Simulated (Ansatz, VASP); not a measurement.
# Be in VASP and in Ansatz

```
CELL_PARAMETERS angstrom
1.84098 0.00000 0.00000
-0.92049 1.59434 0.00000
0.00000 0.00000 1.83611
ATOMIC_POSITIONS crystal
Be 0.00000 0.00000 0.00000
```

Change from the starting cell: volume scaled by 0.55, PAW files.

Alike in both runs: task single point; functional PBE; k mesh 20 × 20 × 18; occupations fermi-dirac, width 0.05 eV; no spin polarisation.

```csv
,VASP,Ansatz
version,VASP 6.6.1,Ansatz 0.2.0
potentials or method,"VASP PAW PBE potentials, release 64 (Be)","PAW with Ansatz's default frozen-core files, scalar-relativistic"
plane-wave cutoff (eV),520,420
valence electrons in the cell,2,2
```

|  | VASP | Ansatz | Ansatz less VASP |
| --- | --- | --- | --- |
| pressure (GPa) | 119.9 | 119.4 | -0.51 |
| traceless stress, the component that is largest in VASP (GPa) | -0.39 | -0.23 | +0.166 |

Both programs put the cell under a high pressure, so it lies far from rest at this level. With one functional, cell and mesh, what is left measures potentials, basis and numerics.

Noted on VASP's run: the cell as given lies far from equilibrium.
